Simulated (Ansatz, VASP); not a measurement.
# Two plane-wave programs on W

```
CELL_PARAMETERS angstrom
0.00000 -1.98648 -1.98648
0.00000 1.98648 -1.98648
3.97296 0.00000 0.00000
ATOMIC_POSITIONS crystal
W 0.51017 0.48983 0.50000
W 0.98983 0.01017 0.00000
```

Change from the starting cell: mode 4 frozen in at -0.040 Å and mode 6 at +0.000 Å (largest displacements).

Alike in both runs: task single point; functional LDA; k mesh 16 × 16 × 12; occupations gaussian, width 0.15 eV; no spin polarisation.

```csv
,VASP,Ansatz
version,VASP 6.6.1,Ansatz 0.2.0
potentials or method,"VASP PAW LDA potentials, release 64 (W_sv), cutoff 500 eV","scalar-relativistic, plane waves, PAW"
valence electrons in the cell,28,28
```

VASP gave:

```
gap on the k mesh at the Fermi level (eV)                     : none
pressure (GPa)                                                : 2.0
traceless stress, the component that is largest in VASP (GPa) : -0.75
rms of the force components (eV/Å)                            : 0.177
```

What did Ansatz give for the same quantities?

gap on the k mesh at the Fermi level (eV): none; pressure (GPa): 0.3; traceless stress, the component that is largest in VASP (GPa): -0.76; rms of the force components (eV/Å): 0.172.

Ansatz warns that its potentials were made for another functional, while VASP's fit it. LDA's correlation is that of Perdew and Zunger in VASP and of Perdew and Wang (1992) in Ansatz. Atom by atom the forces differ by 0.005 eV/Å (rms over components). A gap of «none» marks a metal or a gap that the smearing closes.

Spin-orbit coupling is off throughout.
